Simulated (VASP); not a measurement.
Input of a VASP 6.6.1 run:

INCAR

```
SYSTEM = BN
PREC = Accurate
ENCUT = 600
EDIFF = 1E-6
ISMEAR = 0
SIGMA = 0.02
LREAL = .False.
LASPH = .True.
NELM = 120
ALGO = Normal
ISIF = 2
LWAVE = .False.
LCHARG = .False.
GGA = CA
NBANDS = 11
GGA_COMPAT = .False.
```

Contents of KPOINTS:

```
regular mesh
0
Gamma
  12 12 12
  0 0 0
```

POSCAR

```
BN
1.0
    0.0000000000      1.8424477444      1.8424477444
    1.8424477444      0.0000000000      1.8424477444
    1.8424477444      1.8424477444      0.0000000000
B N
1 1
Direct
    0.0000000000      0.0000000000      0.0000000000
    0.2500000000      0.2500000000      0.2500000000
```

Potentials or basis: VASP PAW LDA potentials, release 64 (B, N).

Launch:

```sh
$ cat potpaw_LDA.64/B/POTCAR potpaw_LDA.64/N/POTCAR > POTCAR
$ mpirun -np 1 vasp_std > vasp.out
```

Task: Estimate the band gap on the k mesh.

Result: 4.27 eV, indirect (least direct gap 8.41 eV).

Task: What does it give for the pressure?

Result: -29.1 GPa.

 A k mesh can miss the band edges.
